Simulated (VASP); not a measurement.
# MoS2 (R3m) in VASP: notebook

Runs on MoS2. Level: PBE+D3(BJ). Tasks: single point, relaxation of cell and atoms.

All numbers are computed with VASP 6.6.1; they aren't measurements. Logs are shortened: lines on timing, memory, paths and dates and some standing lists are left out, and cuts for length are marked.

### 1 The cell of the first run

The structure is trigonal, space group R3m (No. 160). Conventional cell: a = 3.163 Å, b = 3.163 Å, c = 18.370 Å, α = 90.00°, β = 90.00°, γ = 120.00°. Within 3.1 Å of Mo (site symmetry 3m) lie 6 S at 2.36 Å. S (site symmetry 3m) has 3 Mo at 2.36 Å and 1 S at 3.00 Å within 3.1 Å. S (site symmetry 3m) has 3 Mo at 2.36 Å and 1 S at 3.00 Å within 3.1 Å.

### 2 Single point, PBE+D3(BJ), collinear spin, ferromagnetic start

INCAR

```
SYSTEM = MoS2
PREC     = Accurate       ! precision mode
ENCUT    = 520            ! plane-wave cutoff, eV
EDIFF    = 1E-6           ! SCF threshold, eV
ISMEAR   = 0              ! smearing method
SIGMA    = 0.1            ! smearing width, eV
LREAL    = .FALSE.        ! projectors in reciprocal space
LASPH    = .TRUE.         ! aspherical terms in the spheres
NELM     = 150            ! most SCF steps
ALGO     = Normal         ! electronic algorithm
ISIF     = 2              ! what is computed and relaxed
LWAVE    = .FALSE.        ! write WAVECAR
LCHARG   = .FALSE.        ! write CHGCAR
ISPIN    = 2              ! spin polarisation
MAGMOM   = 1 0 0          ! initial moments
LORBIT   = 11             ! projections on sites
LMAXMIX  = 4              ! l up to which the mixer works
GGA      = PE             ! functional
IVDW     = 12             ! dispersion correction
NBANDS   = 24             ! bands
```

KPOINTS

```
Automatic mesh
0
G
  6 6 6
  0 0 0
```

POSCAR

```
MoS2
1.0
    1.5815003568      0.9130796567      6.1233300000
   -1.5815003568      0.9130796567      6.1233300000
    0.0000000000     -1.8261593134      6.1233300000
Mo S
1 2
Direct
    0.0000000000      0.0000000000      0.0000000000
    0.7484000000      0.7484000000      0.7484000000
    0.5849000000      0.5849000000      0.5849000000
```

Potentials or basis: VASP PAW PBE potentials, release 64 (Mo_sv, S).

Command:

```console
> cat potpaw_PBE.64/Mo_sv/POTCAR potpaw_PBE.64/S/POTCAR > POTCAR
> mpirun -np 1 vasp_std > vasp.out
```

OUTCAR:

```text
SYSTEM = MoS2
   PREC = Accurate
   ENCUT = 520
   EDIFF = 1E-6
   ISMEAR = 0
   LREAL = .FALSE.
   LASPH = .TRUE.
   NELM = 150
   ISIF = 2
   ISPIN = 2
   LORBIT = 11
   GGA = PE
   IVDW = 12
 IVDW          = 12

 ion  position               nearest neighbor table
   1  0.000  0.000  0.000-   2 2.36   2 2.36   2 2.36   3 2.36   3 2.36   3 2.36
   2  0.748  0.748  0.748-   1 2.36   1 2.36   1 2.36
   3  0.585  0.585  0.585-   1 2.36   1 2.36   1 2.36

  LATTYP: Found a trigonal (rhomboedric) cell.
 ALAT       =     6.3898378796
 COS(alpha) =     0.8774851014

  Lattice vectors:

 A1 = (   1.5815003568,   0.9130796567,   6.1233300000)
 A2 = (  -1.5815003568,   0.9130796567,   6.1233300000)
 A3 = (   0.0000000000,  -1.8261593134,   6.1233300000)

Analysis of symmetry for initial positions (statically):
=====================================================================
 Subroutine PRICEL returns:
 Original cell was already a primitive cell.

 Routine SETGRP: Setting up the symmetry group for a
 trigonal (rhombohedral) supercell.

 Subroutine GETGRP returns: Found  6 space group operations
 (whereof  6 operations were pure point group operations)
 out of a pool of 12 trial point group operations.

The static configuration has the point symmetry C_3v.

Analysis of symmetry for dynamics (positions and initial velocities):
=====================================================================
 Subroutine PRICEL returns:
 Original cell was already a primitive cell.

 Routine SETGRP: Setting up the symmetry group for a
 trigonal (rhombohedral) supercell.

 Subroutine GETGRP returns: Found  6 space group operations
 (whereof  6 operations were pure point group operations)
 out of a pool of 12 trial point group operations.

The dynamic configuration has the point symmetry C_3v.

Analysis of structural, dynamic, and magnetic symmetry:
=====================================================================
 Subroutine PRICEL returns:
 Original cell was already a primitive cell.

 Routine SETGRP: Setting up the symmetry group for a
 trigonal (rhombohedral) supercell.

 Subroutine GETGRP returns: Found  6 space group operations
 (whereof  6 operations were pure point group operations)
 out of a pool of 12 trial point group operations.

The overall configuration has the point symmetry C_3v.

 Subroutine INISYM returns: Found  6 space group operations
 (whereof  6 operations are pure point group operations),
 and found     1 'primitive' translations

----------------------------------------------------------------------------------------

                                     Primitive cell

  volume of cell :      53.0538

  direct lattice vectors                    reciprocal lattice vectors
     1.581500357  0.913079657  6.123330000     0.316155477  0.182532450  0.054436611
    -1.581500357  0.913079657  6.123330000    -0.316155477  0.182532450  0.054436611
     0.000000000 -1.826159313  6.123330000     0.000000000 -0.365064900  0.054436611

  length of vectors
     6.389837880  6.389837880  6.389837880     0.369101240  0.369101240  0.369101240

  position of ions in fractional coordinates (direct lattice)
     0.000000000  0.000000000  0.000000000
     0.748400000  0.748400000  0.748400000
     0.584900000  0.584900000  0.584900000

  ion indices of the primitive-cell ions
   primitive index   ion index
                 1           1
                 2           2
                 3           3

----------------------------------------------------------------------------------------

 KPOINTS: Automatic mesh

Automatic generation of k-mesh.
 Grid dimensions read from file:
 generate k-points for:    6    6    6

 Generating k-lattice:

  Cartesian coordinates                     Fractional coordinates (reciprocal lattice)
     0.052692580  0.030422075  0.009072769     0.166666667  0.000000000  0.000000000
    -0.052692580  0.030422075  0.009072769     0.000000000  0.166666667  0.000000000
     0.000000000 -0.060844150  0.009072769     0.000000000  0.000000000  0.166666667

  Length of vectors
     0.061516873  0.061516873  0.061516873

  Shift w.r.t. Gamma in fractional coordinates (k-lattice)
     0.000000000  0.000000000  0.000000000

 Subroutine IBZKPT returns following result:
 ===========================================

 Found     32 irreducible k-points:

 Following reciprocal coordinates:
            Coordinates               Weight
  0.000000  0.000000  0.000000      1.000000
  0.166667 -0.000000  0.000000      6.000000
  0.333333 -0.000000  0.000000      6.000000
  0.500000 -0.000000  0.000000      3.000000
  0.166667  0.166667  0.000000      6.000000
  0.333333  0.166667  0.000000     12.000000
[... 16 lines left out ...]
  0.500000  0.500000  0.166667      6.000000
 -0.333333  0.500000  0.166667     12.000000
 [... further k-points ...]
   k-points           NKPTS =     32   k-points in BZ     NKDIM =     32   number of bands    NBANDS=     24
   number of dos      NEDOS =    301   number of ions     NIONS =      3
   total plane-waves  NPLWV = 110592
   dimension x,y,z NGX =    48 NGY =   48 NGZ =   48
   dimension x,y,z NGXF=    96 NGYF=   96 NGZF=   96
   ions per type =               1   2
   NGX,Y,Z   is equivalent  to a cutoff of  12.49, 12.49, 12.49 a.u.
   NGXF,Y,Z  is equivalent  to a cutoff of  24.98, 24.98, 24.98 a.u.
 SYSTEM =  MoS2
   PREC   = accura    normal or accurate (medium, high low for compatibility)
   ISTART =      0    job   : 0-new  1-cont  2-samecut
   ICHARG =      2    charge: 1-file 2-atom 10-const
   ISPIN  =      2    spin polarized calculation?
   LNONCOLLINEAR =      F non collinear calculations
   LSORBIT =      F    spin-orbit coupling
   LASPH  =      T    aspherical Exc in radial PAW
   ENCUT  =  520.0 eV  38.22 Ry    6.18 a.u.  11.88 11.88 11.88*2*pi/ulx,y,z
   NELM   =    150;   NELMIN=  2; NELMDL= -5     # of ELM steps
   EDIFF  = 0.1E-05   stopping-criterion for ELM
   LREAL  =      F    real-space projection
   EDIFFG = 0.1E-04   stopping-criterion for IOM
   NSW    =      0    number of steps for IOM
   IBRION =     -1    ionic relax: 0-MD 1-quasi-New 2-CG
   NFREE  =      0    steps in history (QN), initial steepest desc. (CG)
   ISIF   =      2    stress and relaxation
   ISYM   =      2    0-nonsym 1-usesym 2-fastsym
   POTIM  = 0.5000    time-step for ionic-motion
   TEBEG  =    0.0;   TEEND  =   0.0 temperature during run
   PSTRESS=    0.0 pullay stress
   NELECT =      26.0000    total number of electrons
   NUPDOWN=      -1.0000    fix difference up-down
   EMIN   =  10.00;   EMAX   =-10.00  energy-range for DOS
   EFERMI =   0.00;   METHOD = LEGACY
   ISMEAR =     0;   SIGMA  =   0.10  broadening in eV -4-tet -1-fermi 0-gaus
   EFERMI_NEDOS =   21; number of points for ismear=-14 and -15
   IALGO  =     38    algorithm
   IMIX   =      4    mixing-type and parameters
     AMIX     =   0.40;   BMIX     =  1.00
     AMIX_MAG =   1.60;   BMIX_MAG =  1.00
  volume/ion in A,a.u.               =      17.68       119.34
  Fermi-wavevector in a.u.,A,eV,Ry     =   1.290705  2.439079 22.666209  1.665919
  Thomas-Fermi vector in A             =   2.422520
   LORBIT       =     11    0 simple, 1 ext, 2 COOP (PROOUT), +10 PAW based schemes
   GGA     = PE    functional components
   LHFCALC =     F    Hartree Fock is set to
   AEXX    =    0.0000 exact exchange contribution
   IVDW    =    12    specifies the selected vdW correction
   LEPSILON=     F    determine dielectric tensor
   LRPA    =     F    only Hartree local field effects (RPA)
 spin polarized calculation
 Gauss-broadening in eV      SIGMA  =   0.10
  energy-cutoff  :      520.00
  volume of cell :       53.05
 maximum number of plane-waves:      1440
   NGX = 23   NGY = 23   NGZ = 23

 number of electron      26.0000001 magnetization      -0.0000417

 number of electron      26.0000001 magnetization       0.0000381

 Free energy of the ion-electron system (eV)
  ---------------------------------------------------
  ext. energy  EPLUGINS =         0.00000000
  ---------------------------------------------------
  free energy    TOTEN  =       -21.72209450 eV

  energy without entropy =      -21.72209447  energy(sigma->0) =      -21.72209449

 E-fermi :   8.1288     XC(G=0): -10.7969

 val. band max:        7.8151035399   @ k =   0.5000   0.5000   0.5000
 cond. band min:       8.4785267509   @ k =  -0.1667   0.5000   0.1667
 fundamental gap:      0.6634232110
 Fermi energy:         8.1288492606

 spin component 1

 k-point     1 :       0.0000    0.0000    0.0000
  band No.  band energies     occupation
      1     -53.8752      1.00000
      2     -28.0535      1.00000
      3     -27.8358      1.00000
      4     -27.8358      1.00000
      5      -7.5426      1.00000
      6      -5.7069      1.00000
[... 16 lines left out ...]
     23      19.8383      0.00000
     24      19.8383      0.00000
[... 598 lines left out ...]
      2     -28.1984      1.00000
      3     -27.9844      1.00000
      4     -27.9680      1.00000
      5      -5.4719      1.00000
      6      -5.2856      1.00000
[... 16 lines left out ...]
     23      19.1618      0.00000
     24      20.4929      0.00000

 [... further k-points ...]

 spin component 2

 k-point     1 :       0.0000    0.0000    0.0000
  band No.  band energies     occupation
      1     -53.8753      1.00000
      2     -28.0536      1.00000
      3     -27.8358      1.00000
      4     -27.8358      1.00000
      5      -7.5426      1.00000
      6      -5.7069      1.00000
[... 16 lines left out ...]
     23      19.8383      0.00000
     24      19.8383      0.00000
[... 598 lines left out ...]
      2     -28.1985      1.00000
      3     -27.9844      1.00000
      4     -27.9680      1.00000
      5      -5.4719      1.00000
      6      -5.2856      1.00000
[... 16 lines left out ...]
     23      19.1618      0.00000
     24      20.4929      0.00000

 [... further k-points ...]

------------------------ aborting loop because EDIFF is reached ----------------------------------------

 Edisp (eV)   -1.28329

 E8    (eV) :    -0.5176

  FORCE on cell =-STRESS in cart. coord.  units (eV):
  Direction    XX          YY          ZZ          XY          YZ          ZX
  --------------------------------------------------------------------------------------
  -------------------------------------------------------------------------------------
  Total       0.92079     0.92079     3.25593     0.00000     0.00000    -0.00000
  in kB      27.80694    27.80694    98.32623     0.00000     0.00000    -0.00000
  external pressure =       51.31 kB  Pullay stress =        0.00 kB

 VOLUME and BASIS-vectors are now :
 -----------------------------------------------------------------------------
  energy-cutoff  :      520.00
  volume of cell :       53.05
      direct lattice vectors                 reciprocal lattice vectors
     1.581500357  0.913079657  6.123330000     0.316155477  0.182532450  0.054436611
    -1.581500357  0.913079657  6.123330000    -0.316155477  0.182532450  0.054436611
     0.000000000 -1.826159313  6.123330000     0.000000000 -0.365064900  0.054436611

 POSITION                                       TOTAL-FORCE (eV/Angst)
 -----------------------------------------------------------------------------------
      0.00000      0.00000      0.00000         0.000000      0.000000     -0.001951
      0.00000      0.00000     13.74810         0.000000      0.000000      1.283465
      0.00000      0.00000     10.74461         0.000000      0.000000     -1.281514
 -----------------------------------------------------------------------------------
    total drift:                                0.000000      0.000000     -0.000029

  FREE ENERGIE OF THE ION-ELECTRON SYSTEM (eV)
  ---------------------------------------------------
  free  energy   TOTEN  =       -23.0053824594 eV

  energy  without entropy=      -23.0053824302  energy(sigma->0) =      -23.00538244

 total charge

# of ion       s       p       d       tot
------------------------------------------
    1        2.306   6.241   4.031  12.577
    2        1.364   2.369   0.000   3.732
    3        1.364   2.369   0.000   3.732
--------------------------------------------------
tot          5.033  10.978   4.031  20.042

 magnetization (x)

# of ion       s       p       d       tot
------------------------------------------
    1        0.000   0.000   0.000   0.000
    2        0.000  -0.000   0.000  -0.000
    3        0.000  -0.000   0.000  -0.000
--------------------------------------------------
tot          0.000  -0.000   0.000   0.000
```

Wall time 1.8 min (1 thread of Intel Xeon 6975P-C (Granite Rapids), shared host); peak memory 0.42 GiB.

Results:

| Quantity | Value |
| --- | --- |
| Free energy | -23.0054 eV |
| Pressure | 5.1 GPa |
| Largest force | 1.283 eV/Å |
| Band gap on the k mesh | 0.66 eV, indirect (least direct gap 1.63 eV) |
| Net moment | 0.00 μB per cell |
| Valence electrons inside the program's atomic spheres | Mo 12.58; S 3.73 |
| Dispersion energy per atom | -0.428 eV |

Forces on the atoms (eV/Å):
```
Mo   0.000  0.000 -0.002
S    0.000  0.000  1.283
S    0.000  0.000 -1.282
```

Stress tensor (GPa, compression positive):
```
2.78 0.00 0.00
0.00 2.78 0.00
0.00 0.00 9.83
```

Levels at points of the mesh, in eV from the valence-band top:
Spin up:
```tsv
k point	band 10	band 11	band 12	band 13	band 14	band 15	band 16	band 17
(0.00, 0.00, 0.00)	-2.65	-2.65	-1.33	-1.16	1.91	1.91	2.42	2.42
(0.50, 0.00, 0.00)	-4.37	-2.41	-1.95	-1.62	1.40	1.89	3.43	3.55
(0.50, 0.50, 0.00)	-4.30	-2.95	-2.10	-1.47	1.35	1.99	2.98	3.94
(0.50, 0.50, 0.50)	-3.48	-2.63	-2.63	0.00	1.99	1.99	2.30	2.30
```
Spin down:
```csv
k point,band 10,band 11,band 12,band 13,band 14,band 15,band 16,band 17
"(0.00, 0.00, 0.00)",-2.65,-2.65,-1.33,-1.16,1.91,1.91,2.42,2.42
"(0.50, 0.00, 0.00)",-4.37,-2.41,-1.95,-1.62,1.40,1.89,3.43,3.55
"(0.50, 0.50, 0.00)",-4.30,-2.95,-2.10,-1.47,1.35,1.99,2.98,3.94
"(0.50, 0.50, 0.50)",-3.48,-2.63,-2.63,0.00,1.99,1.99,2.30,2.30
```

Caveat: forces of over 1 eV/Å act on the atoms, so gaps and moduli don't describe the material at rest. A k mesh can miss the band edges.

### 3 Relaxation of cell and atoms, PBE+D3(BJ)

INCAR

```
PREC     = Accurate       # precision mode
ENCUT    = 600            # plane-wave cutoff, eV
EDIFF    = 1E-6           # SCF threshold, eV
ISMEAR   = 0              # smearing method
SIGMA    = 0.1            # smearing width, eV
LREAL    = F              # projectors in reciprocal space
LASPH    = T              # aspherical terms in the spheres
NELM     = 100            # most SCF steps
ALGO     = Normal         # electronic algorithm
ISIF     = 3              # what is computed and relaxed
LWAVE    = F              # write WAVECAR
LCHARG   = F              # write CHGCAR
GGA      = PE             # functional
IVDW     = 12             # dispersion correction
IBRION   = 2              # ionic algorithm
NSW      = 100            # ionic steps
EDIFFG   = -0.05          # ionic threshold
```

KPOINTS

```
regular mesh
0
Gamma
  6 6 6
```

POSCAR is that of step 2.

Potentials or basis: VASP PAW PBE potentials, release 64 (Mo_sv, S).

Command:

```console
> cat potpaw_PBE.64/Mo_sv/POTCAR potpaw_PBE.64/S/POTCAR > POTCAR
> mpirun -np 1 vasp_std > vasp.out
```

It took 15 min on 1 thread of Intel Xeon Platinum 8259CL at 2.50GHz (Skylake/Cascade Lake), shared host; peak memory 0.44 GiB.

The run converged. Its results:

```yaml
Free_energy: -23.0878 eV
Relaxed_volume: 17.25 Å³/atom
Relaxed_cell: a = 6.282 Å, b = 6.282 Å, c = 6.282 Å, α = 29.07°, β = 29.07°, γ = 29.07°
Space_group_after_relaxing_to_0.05_Å: R3m (No. 160)
Energy_gained_by_relaxing: 27.2 meV/atom
Ionic_steps: 11
Pressure_after_relaxing: -0.1 GPa
Largest_force_after_relaxing: 0.009 eV/Å
Band_gap_on_the_k_mesh: 0.82 eV, indirect (least direct gap 1.77 eV)
Dispersion_energy_per_atom: -0.439 eV
```

Forces on the atoms (eV/Å):
```
Mo   0.000  0.000  0.004
S    0.000  0.000  0.005
S    0.000  0.000 -0.009
```

The path:
```
step  energy change (eV)  largest force (eV/Å)  pressure (GPa)  volume (Å³)
   1              0.0000                1.2835            5.12        53.05
   2              0.1417                1.5601          -11.49        57.49
   3             -0.0599                0.1387           -1.69        54.55
   4             -0.0600                0.1804           -1.45        54.49
   5             -0.0689                0.0987           -0.19        53.60
   6             -0.0689                0.0945           -0.11        53.55
   7             -0.0708                0.0961           -0.06        53.36
   8             -0.0758                0.1036            0.10        52.80
   9             -0.0810                0.1196            0.60        51.68
  10             -0.0808                0.1212           -0.96        51.86
  11             -0.0817                0.0090           -0.12        51.76
```

Final structure:
```xyz
3
Lattice="1.5765 0.9102 6.0121 -1.5765 0.9102 6.0121 0.0000 -1.8204 6.0121" Properties=species:S:1:pos:R:3 pbc="T T T"
Mo    0.0000    0.0000    0.0002
S     0.0000    0.0000   13.5869
S     0.0000    0.0000   10.4607
```

Levels at points of the mesh, in eV from the valence-band top:
```tsv
k point	band 11	band 12	band 13	band 14	band 15	band 16
(0.00, 0.00, 0.00)	-2.27	-1.33	-1.11	1.97	1.97	2.38
(0.50, 0.00, 0.00)	-2.41	-1.59	-1.55	1.61	1.98	3.30
(0.50, 0.50, 0.00)	-3.09	-1.86	-1.35	1.55	2.13	2.94
(0.50, 0.50, 0.50)	-2.23	-2.23	0.00	2.10	2.10	2.20
```

Caveat: the relaxation stopped at a loose force limit of 0.05 eV/Å, so its end isn't a converged minimum. A k mesh can miss the band edges.

[end of part 1 of 2]
